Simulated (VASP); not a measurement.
# Cu (Cmcm) in VASP: further runs, part 2 of 2

VASP 6.6.1. Earlier steps stand in the parts before.

## (3) Single point, PBE (atoms displaced along a vibrational mode)

Input file INCAR:

```
SYSTEM = Cu
  PREC = Accurate
  ENCUT = 520
  EDIFF = 1E-6
  ISMEAR = 0
  SIGMA = 0.15
  LREAL = .FALSE.
  LASPH = .TRUE.
  NELM = 80
  ALGO = Fast
  ISIF = 2
  LWAVE = .FALSE.
  LCHARG = .TRUE.
  GGA = PE
  LELF = .TRUE.
  LVHAR = .TRUE.
  NBANDS = 18
```

Input file KPOINTS:

```
Automatic mesh
0
G
  21 21 10
  0 0 0
```

Input file POSCAR:

```
Cu
1.0
    2.5672412656      0.0000000000      0.0000000000
   -1.2836206328      2.2232961536      0.0000000000
    0.0000000000      0.0000000000      4.1920560930
Cu
2
Direct
    0.2991498532      0.5982997063      0.2500000000
    0.7008501468      0.4017002937      0.7500000000
```

Potentials or basis: VASP PAW PBE potentials, release 64 (Cu).

Command:

```sh
$ cat potpaw_PBE.64/Cu/POTCAR > POTCAR
$ mpirun -np 1 vasp_std > vasp.out
```

OUTCAR:

```text
SYSTEM = Cu
   PREC = Accurate
   ENCUT = 520
   EDIFF = 1E-6
   ISMEAR = 0
   LREAL = .FALSE.
   LASPH = .TRUE.
   NELM = 80
   ISIF = 2
   GGA = PE

 ion  position               nearest neighbor table
   1  0.299  0.598  0.250-   2 2.50   2 2.50   2 2.50   2 2.50   2 2.75   2 2.75
   2  0.701  0.402  0.750-   1 2.50   1 2.50   1 2.50   1 2.50   1 2.75   1 2.75

  LATTYP: Found a hexagonal cell.
 ALAT       =     2.5672412656
 C/A-ratio  =     1.6329030501

  Lattice vectors:

 A1 = (   2.5672412656,   0.0000000000,   0.0000000000)
 A2 = (  -1.2836206328,   2.2232961536,   0.0000000000)
 A3 = (   0.0000000000,   0.0000000000,   4.1920560930)

Analysis of symmetry for initial positions (statically):
=====================================================================
 Subroutine PRICEL returns:
 Original cell was already a primitive cell.

 Routine SETGRP: Setting up the symmetry group for a
 hexagonal supercell.

 Subroutine GETGRP returns: Found  8 space group operations
 (whereof  4 operations were pure point group operations)
 out of a pool of 24 trial point group operations.

The static configuration has the point symmetry C_2h.
 The point group associated with its full space group is D_2h.
[... 162 lines left out ...]

 E-fermi :   7.4536     XC(G=0): -12.6480

 val. band max:        7.4462225273   @ k =  -0.2381  -0.4762   0.0000
 cond. band min:       7.4562836400   @ k =  -0.1905  -0.4762   0.1000
 fundamental gap:      0.0100611127
 Fermi energy:         7.4535869991

 k-point     1 :       0.0000    0.0000    0.0000
  band No.  band energies     occupation
      1      -1.8245      2.00000
      2       2.4222      2.00000
      3       4.2046      2.00000
      4       4.4248      2.00000
      5       4.6028      2.00000
      6       4.6900      2.00000
[... 481 lines left out ...]
      5       4.5090      2.00000
      6       4.7290      2.00000
[... 10 lines left out ...]
     17      30.9489      0.00000
     18      31.6480      0.00000

 [... further k-points ...]

------------------------ aborting loop because EDIFF is reached ----------------------------------------

  FORCE on cell =-STRESS in cart. coord.  units (eV):
  Direction    XX          YY          ZZ          XY          YZ          ZX
  --------------------------------------------------------------------------------------
  -------------------------------------------------------------------------------------
  Total        0.5953057     -0.3630813      0.7353056      0.0000000     -0.0000000      0.0000000
  in kB       39.8620392    -24.3121497     49.2365197      0.0000000     -0.0000000      0.0000000
  external PRESSURE =      21.5954697 kB  Pullay stress =       0.0000000 kB

 VOLUME and BASIS-vectors are now :
 -----------------------------------------------------------------------------
  energy-cutoff  :      520.00
  volume of cell :       23.93
      direct lattice vectors                 reciprocal lattice vectors
     2.567241266  0.000000000  0.000000000     0.389523187  0.224891317  0.000000000
    -1.283620633  2.223296154  0.000000000     0.000000000  0.449782634  0.000000000
     0.000000000  0.000000000  4.192056093     0.000000000  0.000000000  0.238546426

 POSITION                                       TOTAL-FORCE (eV/Angst)
 -----------------------------------------------------------------------------------
      0.00000      1.33020      1.04801         0.000000      0.215061     -0.000000
      1.28362      0.89310      3.14404        -0.000000     -0.215061      0.000000
 -----------------------------------------------------------------------------------
    total drift:                               -0.000000      0.000000     -0.000000

  FREE ENERGIE OF THE ION-ELECTRON SYSTEM (eV)
  ---------------------------------------------------
  free  energy   TOTEN  =        -7.4019662594 eV

  energy  without entropy=       -7.3951362960  energy(sigma->0) =       -7.39855128
```

OSZICAR:

```text
N       E                     dE             d eps       ncg     rms          rms(c)
DAV:   1     0.122727974046E+03    0.12273E+03   -0.10553E+04 28226   0.218E+03
DAV:   2    -0.302730733115E+01   -0.12576E+03   -0.11927E+03 26194   0.286E+02
DAV:   3    -0.912917555700E+01   -0.61019E+01   -0.58535E+01 29072   0.856E+01
DAV:   4    -0.919490783288E+01   -0.65732E-01   -0.65681E-01 30894   0.957E+00
DAV:   5    -0.919575652516E+01   -0.84869E-03   -0.84866E-03 31426   0.938E-01    0.108E+01
RMM:   6    -0.810577607663E+01    0.10900E+01   -0.10908E+01 30526   0.584E+01    0.627E+00
RMM:   7    -0.742170192395E+01    0.68407E+00   -0.19757E+00 30139   0.261E+01    0.138E+00
RMM:   8    -0.740405690355E+01    0.17645E-01   -0.53460E-02 31393   0.218E+00    0.365E-01
RMM:   9    -0.740167294042E+01    0.23840E-02   -0.13248E-02 31951   0.216E+00    0.385E-02
RMM:  10    -0.740193886415E+01   -0.26592E-03   -0.24005E-03 33755   0.527E-01    0.282E-02
RMM:  11    -0.740196335907E+01   -0.24495E-04   -0.21781E-04 33710   0.162E-01    0.257E-02
RMM:  12    -0.740196384999E+01   -0.49092E-06   -0.65881E-05 34229   0.107E-01    0.833E-03
RMM:  13    -0.740196584818E+01   -0.19982E-05   -0.18859E-05 29110   0.410E-02    0.620E-03
RMM:  14    -0.740196625939E+01   -0.41121E-06   -0.28472E-06 20878   0.223E-02
   1 F= -.74019663E+01 E0= -.73985513E+01  d E =-.682996E-02
```

Run time: 4 min. Hardware: 1 thread of Intel Xeon Platinum 8259CL at 2.50GHz (Skylake/Cascade Lake), shared host; peak memory 0.35 GiB.

What came out:

| Property | Result |
| --- | --- |
| Free energy | -7.4020 eV |
| Pressure | 2.2 GPa |
| Largest force | 0.215 eV/Å |
| Band gap on the k mesh | zero (bands 11 and 12 overlap by 5.94 eV) |

Forces on the atoms (eV/Å):
```
Cu   0.000  0.215  0.000
Cu   0.000 -0.215  0.000
```

Stress tensor (GPa, compression positive):
```
 3.99  0.00  0.00
 0.00 -2.43  0.00
 0.00  0.00  4.92
```

Levels at points of the mesh, in eV from the Fermi level:
```
           k point  band 8  band 9  band 10  band 11  band 12  band 13  band 14  band 15
(0.00, 0.00, 0.00)   -2.67   -2.13    -2.06    -1.52    -0.98     3.68    20.76    20.98
(0.00, 0.00, 0.50)   -2.93   -2.09    -2.09    -1.95    -1.95    12.32    12.32    22.05
```

Caveat: the cell differs from its parent crystal (atoms displaced along a vibrational mode).

## (4) Single point, PBE (atoms displaced along a vibrational mode)

Input file INCAR:

```
SYSTEM = Cu
  ALGO = Fast
  EDIFF = 1E-6
  ENCUT = 520
  GGA = PE
  ISIF = 2
  ISMEAR = 0
  LASPH = .TRUE.
  LCHARG = .TRUE.
  LELF = .TRUE.
  LREAL = .FALSE.
  LVHAR = .TRUE.
  LWAVE = .FALSE.
  NBANDS = 18
  NELM = 80
  PREC = Accurate
  SIGMA = 0.15
```

Input file KPOINTS:

```
k-points
0
G
  21 21 10
  0 0 0
```

Input file POSCAR:

```
Cu
1.0
    2.5672412656      0.0000000000      0.0000000000
   -1.2836206328      2.2232961536      0.0000000000
    0.0000000000      0.0000000000      4.1920560930
Cu
2
Direct
    0.3162415932      0.6324831865      0.2500000000
    0.6837584068      0.3675168135      0.7500000000
```

Command:

```sh
$ cat potpaw_PBE.64/Cu/POTCAR > POTCAR
$ mpirun -np 1 vasp_std > vasp.out
```

It took 3.9 min on 1 thread of Intel Xeon Platinum 8259CL at 2.50GHz (Skylake/Cascade Lake), shared host; peak memory 0.35 GiB.

It converged, with:

| Property | Result |
| --- | --- |
| Free energy | -7.4308 eV |
| Pressure | 1.5 GPa |
| Largest force | 0.151 eV/Å |
| Band gap on the k mesh | zero (bands 11 and 12 overlap by 5.93 eV) |

Forces in eV/Å, atoms in the order of the input:
```
Cu   0.000  0.151  0.000
Cu   0.000 -0.151  0.000
```

Stress tensor (GPa, compression positive):
```
 2.31  0.00  0.00
 0.00 -0.74  0.00
 0.00  0.00  3.03
```

Levels at points of the mesh, in eV from the Fermi level:
| k point | band 7 | band 8 | band 9 | band 10 | band 11 | band 12 | band 13 | band 14 | band 15 | band 16 |
| --- | --- | --- | --- | --- | --- | --- | --- | --- | --- | --- |
| (0.00, 0.00, 0.00) | -2.70 | -2.62 | -2.30 | -1.89 | -1.61 | -0.97 | 3.68 | 21.00 | 21.23 | 22.20 |
| (0.00, 0.00, 0.50) | -2.96 | -2.96 | -2.01 | -2.01 | -1.92 | -1.92 | 12.33 | 12.33 | 21.95 | 21.95 |

Caveat: the cell differs from its parent crystal (atoms displaced along a vibrational mode).

## (5) Single point, PBE (atoms displaced along a vibrational mode)

Input file INCAR:

```
PREC = Accurate ; ENCUT = 520
EDIFF = 1E-6 ; ISMEAR = 0
SIGMA = 0.15 ; LREAL = False
LASPH = True ; NELM = 100
ALGO = Fast ; ISIF = 2
LWAVE = False ; LCHARG = False
GGA = PE ; NBANDS = 18
```

Input file KPOINTS:

```
Automatic mesh
0
Gamma
  21 21 10
```

Input file POSCAR:

```
Cu
1.0
    2.5672412656      0.0000000000      0.0000000000
   -1.2836206328      2.2232961536      0.0000000000
    0.0000000000      0.0000000000      4.1920560930
Cu
2
Direct
    0.3504250734      0.7008501468      0.2500000000
    0.6495749266      0.2991498532      0.7500000000
```

Command:

```sh
$ cat potpaw_PBE.64/Cu/POTCAR > POTCAR
$ mpirun -np 1 vasp_std > vasp.out
```

Wall time 4 min (1 thread of Intel Xeon Platinum 8259CL at 2.50GHz (Skylake/Cascade Lake), shared host); peak memory 0.35 GiB.

It converged, with:

```yaml
Free_energy: -7.4262 eV
Pressure: 1.6 GPa
Largest_force: 0.239 eV/Å
Band_gap_on_the_k_mesh: zero (bands 11 and 12 overlap by 5.93 eV)
```

Forces in eV/Å, atoms in the order of the input:
```
Cu   0.000 -0.239  0.000
Cu   0.000  0.239  0.000
```

Stress tensor (GPa, compression positive):
```
-0.60  0.00  0.00
 0.00  2.09  0.00
 0.00  0.00  3.23
```

Levels at points of the mesh, in eV from the Fermi level:
```csv
k point,band 7,band 8,band 9,band 10,band 11,band 12,band 13,band 14,band 15,band 16
"(0.00, 0.00, 0.00)",-2.66,-2.60,-2.30,-1.87,-1.62,-0.97,3.69,20.86,21.76,21.86
"(0.00, 0.00, 0.50)",-2.94,-2.94,-2.00,-2.00,-1.91,-1.91,12.34,12.34,21.94,21.94
```

Caveat: the cell differs from its parent crystal (atoms displaced along a vibrational mode).

## (6) Overview

```csv
cell,gap on the mesh (eV),pressure (GPa),largest force (eV/Å)
"as given, atomic positions A",none,2.7,0.54
"as given, atomic positions B",none,2.2,0.22
"as given, atomic positions C",none,1.5,0.15
"as given, atomic positions D",none,1.6,0.24
```

Alike in all rows: task single point; level PBE; potentials or basis VASP PAW PBE potentials, release 64 (Cu); no spin polarisation; k mesh 21 × 21 × 10; cutoff (eV) 520; smearing gaussian 0.15 eV.

Absolute energies hang on the potentials; compare differences alone.
